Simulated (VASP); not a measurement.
# MoS2 in VASP: further runs

The runs below take MoS2 through single point, with PBEsol.

All numbers are computed with VASP 6.6.1; they aren't measurements. Logs are shortened: lines on timing, memory, paths and dates and some standing lists are left out, and cuts for length are marked.

### Step 1. The cell of the first run

The cell holds a slab with vacuum, 3 atoms: a = 3.163 Å, b = 3.163 Å, c = 17.218 Å, α = 90.00°, β = 90.00°, γ = 120.00°.

### Step 2. Single point, PBEsol

INCAR reads:

```
SYSTEM = MoS2
  ALGO = Normal
  EDIFF = 1E-6
  ENCUT = 520
  GGA = PS
  ISIF = 2
  ISMEAR = -1
  LASPH = .TRUE.
  LCHARG = .FALSE.
  LREAL = .FALSE.
  LWAVE = .FALSE.
  NBANDS = 20
  NELM = 100
  PREC = Accurate
  SIGMA = 0.1
```

KPOINTS reads:

```
k-points
0
G
  8 8 2
  0 0 0
```

POSCAR reads:

```
MoS2
1.0
    3.1627593561      0.0000000000      0.0000000000
   -1.5813747116      2.7390225296      0.0000000000
    0.0000000000      0.0000000000     17.2182568972
Mo S
1 2
Direct
    0.0000000000      0.0000000000      0.0000000000
    0.3333333333      0.6666666667      0.0894900000
    0.3333333333      0.6666666667      0.9105100000
```

Potentials or basis: VASP PAW PBE potentials, release 64 (Mo_sv, S).

Run with:

```bash
cat potpaw_PBE.64/Mo_sv/POTCAR potpaw_PBE.64/S/POTCAR > POTCAR
mpirun -np 1 vasp_std > vasp.out
```

OUTCAR:

```text
SYSTEM = MoS2
   EDIFF = 1E-6
   ENCUT = 520
   GGA = PS
   ISIF = 2
   ISMEAR = -1
   LASPH = .TRUE.
   LREAL = .FALSE.
   NELM = 100
   PREC = Accurate

 ion  position               nearest neighbor table
   1  0.000  0.000  0.000-   2 2.39   3 2.39   2 2.39   3 2.39   2 2.39   3 2.39
   2  0.333  0.667  0.089-   1 2.39   1 2.39   1 2.39
   3  0.333  0.667  0.911-   1 2.39   1 2.39   1 2.39

  LATTYP: Found a hexagonal cell.
 ALAT       =     3.1627593561
 C/A-ratio  =     5.4440616432

  Lattice vectors:

 A1 = (   3.1627593561,   0.0000000000,   0.0000000000)
 A2 = (  -1.5813747116,   2.7390225296,   0.0000000000)
 A3 = (   0.0000000000,   0.0000000000,  17.2182568972)

Analysis of symmetry for initial positions (statically):
=====================================================================
 Subroutine PRICEL returns:
 Original cell was already a primitive cell.

 Routine SETGRP: Setting up the symmetry group for a
 hexagonal supercell.

 Subroutine GETGRP returns: Found 12 space group operations
 (whereof 12 operations were pure point group operations)
 out of a pool of 24 trial point group operations.

The static configuration has the point symmetry D_3h.

Analysis of symmetry for dynamics (positions and initial velocities):
=====================================================================
 Subroutine PRICEL returns:
 Original cell was already a primitive cell.

 Routine SETGRP: Setting up the symmetry group for a
 hexagonal supercell.

 Subroutine GETGRP returns: Found 12 space group operations
 (whereof 12 operations were pure point group operations)
 out of a pool of 24 trial point group operations.

The dynamic configuration has the point symmetry D_3h.

 Subroutine INISYM returns: Found 12 space group operations
 (whereof 12 operations are pure point group operations),
 and found     1 'primitive' translations

----------------------------------------------------------------------------------------

                                     Primitive cell

  volume of cell :     149.1595

  direct lattice vectors                    reciprocal lattice vectors
     3.162759356  0.000000000  0.000000000     0.316179604  0.182546300  0.000000000
    -1.581374712  2.739022530  0.000000000     0.000000000  0.365093748  0.000000000
     0.000000000  0.000000000 17.218256897     0.000000000  0.000000000  0.058077888

  length of vectors
     3.162759356  3.162750448 17.218256897     0.365092719  0.365093748  0.058077888

  position of ions in fractional coordinates (direct lattice)
     0.000000000  0.000000000  0.000000000
     0.333333333  0.666666667  0.089490000
     0.333333333  0.666666667  0.910510000

  ion indices of the primitive-cell ions
   primitive index   ion index
                 1           1
                 2           2
                 3           3

----------------------------------------------------------------------------------------

 KPOINTS: k-points

Automatic generation of k-mesh.
 Grid dimensions read from file:
 generate k-points for:    8    8    2

 Generating k-lattice:

  Cartesian coordinates                     Fractional coordinates (reciprocal lattice)
     0.039522450  0.022818288  0.000000000     0.125000000  0.000000000  0.000000000
     0.000000000  0.045636718  0.000000000     0.000000000  0.125000000  0.000000000
     0.000000000  0.000000000  0.029038944     0.000000000  0.000000000  0.500000000

  Length of vectors
     0.045636590  0.045636718  0.029038944

  Shift w.r.t. Gamma in fractional coordinates (k-lattice)
     0.000000000  0.000000000  0.000000000

 Subroutine IBZKPT returns following result:
 ===========================================

 Found     20 irreducible k-points:

 Following reciprocal coordinates:
            Coordinates               Weight
  0.000000  0.000000  0.000000      1.000000
  0.125000  0.000000  0.000000      6.000000
  0.250000  0.000000  0.000000      6.000000
  0.375000  0.000000  0.000000      6.000000
  0.500000  0.000000  0.000000      3.000000
  0.125000  0.125000  0.000000      6.000000
[... 12 lines left out ...]
  0.250000  0.250000  0.500000      6.000000
  0.375000  0.250000  0.500000      6.000000
   k-points           NKPTS =     20   k-points in BZ     NKDIM =     20   number of bands    NBANDS=     20
   number of dos      NEDOS =    301   number of ions     NIONS =      3
   total plane-waves  NPLWV =  73728
   dimension x,y,z NGX =    24 NGY =   24 NGZ =  128
   dimension x,y,z NGXF=    48 NGYF=   48 NGZF=  256
   ions per type =               1   2
   NGX,Y,Z   is equivalent  to a cutoff of  12.62, 12.62, 12.36 a.u.
   NGXF,Y,Z  is equivalent  to a cutoff of  25.23, 25.23, 24.72 a.u.
 SYSTEM =  MoS2
   PREC   = accura    normal or accurate (medium, high low for compatibility)
   ISTART =      0    job   : 0-new  1-cont  2-samecut
   ICHARG =      2    charge: 1-file 2-atom 10-const
   ISPIN  =      1    spin polarized calculation?
   LNONCOLLINEAR =      F non collinear calculations
   LSORBIT =      F    spin-orbit coupling
   LASPH  =      T    aspherical Exc in radial PAW
   ENCUT  =  520.0 eV  38.22 Ry    6.18 a.u.   5.88  5.88 32.01*2*pi/ulx,y,z
   NELM   =    100;   NELMIN=  2; NELMDL= -5     # of ELM steps
   EDIFF  = 0.1E-05   stopping-criterion for ELM
   LREAL  =      F    real-space projection
   EDIFFG = 0.1E-04   stopping-criterion for IOM
   NSW    =      0    number of steps for IOM
   IBRION =     -1    ionic relax: 0-MD 1-quasi-New 2-CG
   NFREE  =      0    steps in history (QN), initial steepest desc. (CG)
   ISIF   =      2    stress and relaxation
   ISYM   =      2    0-nonsym 1-usesym 2-fastsym
   POTIM  = 0.5000    time-step for ionic-motion
   TEBEG  =    0.0;   TEEND  =   0.0 temperature during run
   PSTRESS=    0.0 pullay stress
   NELECT =      26.0000    total number of electrons
   NUPDOWN=      -1.0000    fix difference up-down
   EMIN   =  10.00;   EMAX   =-10.00  energy-range for DOS
   EFERMI =   0.00;   METHOD = LEGACY
   ISMEAR =    -1;   SIGMA  =   0.10  broadening in eV -4-tet -1-fermi 0-gaus
   EFERMI_NEDOS =   21; number of points for ismear=-14 and -15
   IALGO  =     38    algorithm
   IMIX   =      4    mixing-type and parameters
     AMIX     =   0.40;   BMIX     =  1.00
     AMIX_MAG =   1.60;   BMIX_MAG =  1.00
  volume/ion in A,a.u.               =      49.72       335.53
  Fermi-wavevector in a.u.,A,eV,Ry     =   0.914497  1.728149 11.378618  0.836305
  Thomas-Fermi vector in A             =   2.039131
   LORBIT       =      0    0 simple, 1 ext, 2 COOP (PROOUT), +10 PAW based schemes
   GGA     = PS    functional components
   LHFCALC =     F    Hartree Fock is set to
   AEXX    =    0.0000 exact exchange contribution
   IVDW    =     0    specifies the selected vdW correction
   LEPSILON=     F    determine dielectric tensor
   LRPA    =     F    only Hartree local field effects (RPA)
 non-spin polarized calculation
  energy-cutoff  :      520.00
  volume of cell :      149.16
 maximum number of plane-waves:      4038
 NGX is ok and might be reduce to    24
   NGX = 11   NGY = 11   NGZ = 65

 number of electron      26.0000002 magnetization

 Free energy of the ion-electron system (eV)
  ---------------------------------------------------
  ext. energy  EPLUGINS =         0.00000000
  ---------------------------------------------------
  free energy    TOTEN  =       -23.41860184 eV

  energy without entropy =      -23.41856502  energy(sigma->0) =      -23.41858343

 E-fermi :  -0.4921     XC(G=0):  -4.4567

 val. band max:       -1.3668333575   @ k =   0.0000   0.0000   0.5000
 cond. band min:       0.4746547343   @ k =   0.3750   0.2500   0.5000
 fundamental gap:      1.8414880918
 Fermi energy:        -0.4921446386

 k-point     1 :       0.0000    0.0000    0.0000
  band No.  band energies     occupation
      1     -62.1221      2.00000
      2     -36.3219      2.00000
      3     -36.0887      2.00000
      4     -36.0887      2.00000
      5     -15.6007      2.00000
      6     -14.1918      2.00000
[... 12 lines left out ...]
     19       4.4062      0.00000
     20       4.8185      0.00000

 k-point     2 :       0.1250    0.0000    0.0000
  band No.  band energies     occupation
      1     -62.1160      2.00000
      2     -36.3098      2.00000
      3     -36.1499      2.00000
      4     -36.1026      2.00000
      5     -15.3635      2.00000
      6     -14.0997      2.00000
[... 12 lines left out ...]
     19       4.7090      0.00000
     20       5.6039      0.00000

 k-point     3 :       0.2500    0.0000    0.0000
  band No.  band energies     occupation
      1     -62.1012      2.00000
      2     -36.2954      2.00000
      3     -36.2804      2.00000
      4     -36.1359      2.00000
      5     -14.7381      2.00000
      6     -13.8586      2.00000
[... 12 lines left out ...]
     19       5.5429      0.00000
     20       6.4369      0.00000

 k-point     4 :       0.3750    0.0000    0.0000
  band No.  band energies     occupation
      1     -62.0865      2.00000
      2     -36.4376      2.00000
      3     -36.2509      2.00000
      4     -36.1689      2.00000
      5     -14.0006      2.00000
      6     -13.5832      2.00000
[... 12 lines left out ...]
     19       6.3345      0.00000
     20       6.4327      0.00000

 k-point     5 :       0.5000    0.0000    0.0000
  band No.  band energies     occupation
      1     -62.0803      2.00000
      2     -36.4956      2.00000
      3     -36.2387      2.00000
      4     -36.1826      2.00000
      5     -13.6420      2.00000
      6     -13.4558      2.00000
[... 12 lines left out ...]
     19       6.5129      0.00000
     20       6.9646      0.00000
[... 261 lines left out ...]
      6     -13.6626      2.00000
[... 12 lines left out ...]
     19       6.1823      0.00000
     20       7.2915      0.00000

 k-point    18 :       0.3750    0.1250    0.5000
  band No.  band energies     occupation
      1     -62.0803      2.00000
      2     -36.4643      2.00000
      3     -36.2387      2.00000
      4     -36.2154      2.00000
      5     -13.6562      2.00000
      6     -13.4426      2.00000
[... 12 lines left out ...]
     19       7.2099      0.00000
     20       7.3152      0.00000

 k-point    19 :       0.2500    0.2500    0.5000
  band No.  band energies     occupation
      1     -62.0803      2.00000
      2     -36.4211      2.00000
      3     -36.2601      2.00000
      4     -36.2387      2.00000
      5     -13.6701      2.00000
      6     -13.4292      2.00000
[... 12 lines left out ...]
     19       7.0428      0.00000
     20       7.3295      0.00000

 k-point    20 :       0.3750    0.2500    0.5000
  band No.  band energies     occupation
      1     -62.0760      2.00000
      2     -36.4261      2.00000
      3     -36.3068      2.00000
      4     -36.2301      2.00000
      5     -13.4111      2.00000
      6     -13.3174      2.00000
[... 12 lines left out ...]
     19       6.8657      0.00000
     20       8.0893      0.00000

------------------------ aborting loop because EDIFF is reached ----------------------------------------

  FORCE on cell =-STRESS in cart. coord.  units (eV):
  Direction    XX          YY          ZZ          XY          YZ          ZX
  --------------------------------------------------------------------------------------
  -------------------------------------------------------------------------------------
  Total       -0.4412998     -0.4412974      0.5798206     -0.0000008      0.0000000      0.0000000
  in kB       -4.7401637     -4.7401380      6.2280667     -0.0000086      0.0000000      0.0000000
  external PRESSURE =      -1.0840783 kB  Pullay stress =       0.0000000 kB

 VOLUME and BASIS-vectors are now :
 -----------------------------------------------------------------------------
  energy-cutoff  :      520.00
  volume of cell :      149.16
      direct lattice vectors                 reciprocal lattice vectors
     3.162759356  0.000000000  0.000000000     0.316179604  0.182546300  0.000000000
    -1.581374712  2.739022530  0.000000000     0.000000000  0.365093748  0.000000000
     0.000000000  0.000000000 17.218256897     0.000000000  0.000000000  0.058077888

 POSITION                                       TOTAL-FORCE (eV/Angst)
 -----------------------------------------------------------------------------------
      0.00000      0.00000      0.00000         0.000000     -0.000000      0.000000
      0.00000      1.82602      1.54086        -0.000000      0.000000      0.196107
      0.00000      1.82602     15.67740        -0.000000      0.000000     -0.196107
 -----------------------------------------------------------------------------------
    total drift:                               -0.000052     -0.000078     -0.000000

  FREE ENERGIE OF THE ION-ELECTRON SYSTEM (eV)
  ---------------------------------------------------
  free  energy   TOTEN  =       -23.4186018407 eV

  energy  without entropy=      -23.4185650159  energy(sigma->0) =      -23.41858343
```

Run time: 50 s. Hardware: 1 thread of AMD EPYC 9R45 (Zen 5), shared host; peak memory 0.23 GiB.

Results:

```
Free energy            : -23.4186 eV
Largest force          : 0.196 eV/Å
Band gap on the k mesh : 1.84 eV (least direct gap 2.04 eV)
```

Forces on the atoms (eV/Å):
```
Mo   0.000  0.000  0.000
S    0.000  0.000  0.196
S    0.000  0.000 -0.196
```

Levels at points of the mesh, in eV from the valence-band top:
| k point | band 9 | band 10 | band 11 | band 12 | band 13 | band 14 | band 15 | band 16 | band 17 | band 18 |
| --- | --- | --- | --- | --- | --- | --- | --- | --- | --- | --- |
| (0.00, 0.00, 0.00) | -2.76 | -1.79 | -1.60 | -1.60 | 0.00 | 2.81 | 2.81 | 3.13 | 3.13 | 5.44 |
| (0.50, 0.00, 0.00) | -4.21 | -3.30 | -1.88 | -1.01 | -0.68 | 2.28 | 2.81 | 3.93 | 4.46 | 6.15 |
| (0.00, 0.00, 0.50) | -2.76 | -1.79 | -1.60 | -1.60 | 0.00 | 2.81 | 2.81 | 3.13 | 3.13 | 5.56 |
| (0.50, 0.00, 0.50) | -4.21 | -3.30 | -1.88 | -1.01 | -0.68 | 2.28 | 2.81 | 3.93 | 4.46 | 6.15 |

Caveat: there is no dipole correction, which matters where the two faces differ; the PAW data sets were made with another functional, which shifts forces and pressure a little.

### Step 3. Single point, PBEsol

This run uses another cell than the first one.

INCAR reads:

```
SYSTEM = MoS2
PREC = Accurate
ENCUT = 520
EDIFF = 1E-7
ISMEAR = -1
SIGMA = 0.1
LREAL = .False.
LASPH = .True.
NELM = 100
ALGO = Normal
ISIF = 2
LWAVE = .False.
LCHARG = .False.
GGA = PS
NBANDS = 20
```

KPOINTS reads:

```
Automatic mesh
0
Gamma
  8 8 2
  0 0 0
```

POSCAR reads:

```
MoS2
1.0
    3.1841300000      0.0000000000      0.0000000000
   -1.5920600000      2.7575300000      0.0000000000
    0.0000000000      0.0000000000     17.3346000000
Mo S
1 2
Direct
    0.0000000000      0.0000000000      0.0000000000
    0.3333333333      0.6666666667      0.0894900000
    0.3333333333      0.6666666667      0.9105100000
```

Potentials or basis: VASP PAW PBE potentials, release 64 (Mo_sv, S).

Run with:

```bash
cat potpaw_PBE.64/Mo_sv/POTCAR potpaw_PBE.64/S/POTCAR > POTCAR
mpirun -np 1 vasp_std > vasp.out
```

Run time: 60 s. Hardware: 1 thread of AMD EPYC 9R45 (Zen 5), shared host; peak memory 0.24 GiB.

It converged, with:

```yaml
Free_energy: -23.4069 eV
Largest_force: 0.144 eV/Å
Band_gap_on_the_k_mesh: 1.78 eV (least direct gap 1.99 eV)
```

Forces on the atoms (eV/Å):
```
Mo   0.000  0.000  0.000
S    0.000  0.000 -0.144
S    0.000  0.000  0.144
```

Levels at points of the mesh, in eV from the valence-band top:
```
           k point  band 11  band 12  band 13  band 14  band 15  band 16
(0.00, 0.00, 0.00)    -1.58    -1.58     0.00     2.74     2.74     3.03
(0.50, 0.00, 0.00)    -1.87    -1.03    -0.68     2.20     2.73     3.85
(0.00, 0.00, 0.50)    -1.58    -1.58     0.00     2.74     2.74     3.03
(0.50, 0.00, 0.50)    -1.87    -1.03    -0.68     2.20     2.73     3.85
```

Caveat: there is no dipole correction, which matters where the two faces differ; the PAW data sets were made with another functional, which shifts forces and pressure a little.

(Part 1 of 3 ends here.)
